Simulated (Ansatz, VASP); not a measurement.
**KF in VASP and in Ansatz**

INCAR

```
SYSTEM = KF
  ALGO = Normal
  EDIFF = 1E-6
  ENCUT = 520
  GGA = PS
  ISIF = 2
  ISMEAR = 0
  LASPH = .TRUE.
  LCHARG = .FALSE.
  LREAL = .FALSE.
  LWAVE = .FALSE.
  NBANDS = 15
  NELM = 60
  PREC = Accurate
  SIGMA = 0.01
```

Contents of KPOINTS:

```
k-points
0
G
  8 8 8
  0 0 0
```

The input POSCAR:

```
KF
1.0
    0.0000000000      2.6541862235      2.6541862235
    2.6541862235      0.0000000000      2.6541862235
    2.6541862235      2.6541862235      0.0000000000
K F
1 1
Direct
   -0.0018838166     -0.0018838166     -0.0018838166
    0.5000000000      0.5000000000      0.5000000000
```

Input for Ansatz:

```yaml
crystal:
  lattice:
    - [0.0, 2.65418622351, 2.65418622351]
    - [2.65418622351, 0.0, 2.65418622351]
    - [2.65418622351, 2.65418622351, 0.0]
  atoms:
    - { symbol: K, position: [-0.001883816575, -0.001883816575, -0.001883816575] }
    - { symbol: F, position: [0.5, 0.5, 0.5] }
kpoints:
  mp_grid: { grid: [8, 8, 8] }
scf:
  occupations: { method: fixed }
  convergence: { dr2_threshold: 1.0e-10 }
hamiltonian:
  xc: pbesol
  pseudopotentials: { kind: all_electron, lapw: { basis_error: 0.0005 } }
output:
  forces: true
  stress: true
  eigenstates:
    kpoints:
      - [0.0, 0.0, 0.0]
      - [0.0, -0.5, -0.5]
      - [-0.5, 0.0, -0.5]
      - [-0.5, -0.5, 0.0]
      - [-0.5, 0.0, 0.0]
      - [0.0, -0.5, 0.0]
      - [0.0, 0.0, -0.5]
      - [-0.5, -0.5, -0.5]
  eigenvalues: true
```

Change from the starting cell: atom 1 moved by [-0.01, -0.01, -0.01] A.

Alike in both runs: task single point; functional PBEsol; k mesh 8 × 8 × 8; no spin polarisation.

```csv
,VASP,Ansatz
version,VASP 6.6.1,Ansatz 0.2.0
potentials or method,"VASP PAW PBE potentials, release 64 (K_sv, F), cutoff 520 eV","all-electron LAPW, scalar-relativistic"
occupations,"gaussian, width 0.01 eV",fixed
```

Ansatz gave:

```
gap on the k mesh at the Fermi level (eV) : 6.14
pressure (GPa)                            : 0.0
rms of the force components (eV/Å)        : 0.015
```

**Question.** Which values does VASP return?

**Answer.** gap on the k mesh at the Fermi level (eV): 6.13; pressure (GPa): 0.0; rms of the force components (eV/Å): 0.016.

VASP's potentials were made for PBE, not for PBEsol. Atom by atom the forces differ by 0.001 eV/Å (rms over components). Ansatz ran all-electron here, and VASP with PAW potentials.
